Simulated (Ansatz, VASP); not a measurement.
# One calculation of ZnS, two programs

```
CELL_PARAMETERS angstrom
3.65323 0.00000 0.00000
-1.82662 3.16379 0.00000
0.00000 0.00000 6.39992
ATOMIC_POSITIONS crystal
Zn 0.33333 0.66667 0.00679
Zn 0.66667 0.33333 0.50679
S 0.33333 0.66667 0.36821
S 0.66667 0.33333 0.86821
```

Change from the starting cell: epitaxial_xy strain -4.0%.

Alike in both runs: task single point; functional PBE; k mesh 12 × 12 × 4; occupations fermi-dirac, width 0.02 eV; no spin polarisation.

|  | VASP | Ansatz |
| --- | --- | --- |
| version | VASP 6.6.1 | Ansatz 0.2.0 |
| potentials or method | VASP PAW PBE potentials, release 64 (Zn, S) | plane waves, PAW |
| plane-wave cutoff (eV) | 520 | 420 |
| valence electrons in the cell | 36 | 36 |

```csv
,VASP,Ansatz,Ansatz less VASP
gap on the k mesh at the Fermi level (eV),2.14,2.13,-0.007
pressure (GPa),7.2,7.0,-0.20
"traceless stress, the component that is largest in VASP (GPa)",-4.50,-4.51,-0.005
rms of the force components (eV/Å),0.014,0.012,-0.0022
```

Atom by atom the forces differ by 0.002 eV/Å (rms over components).
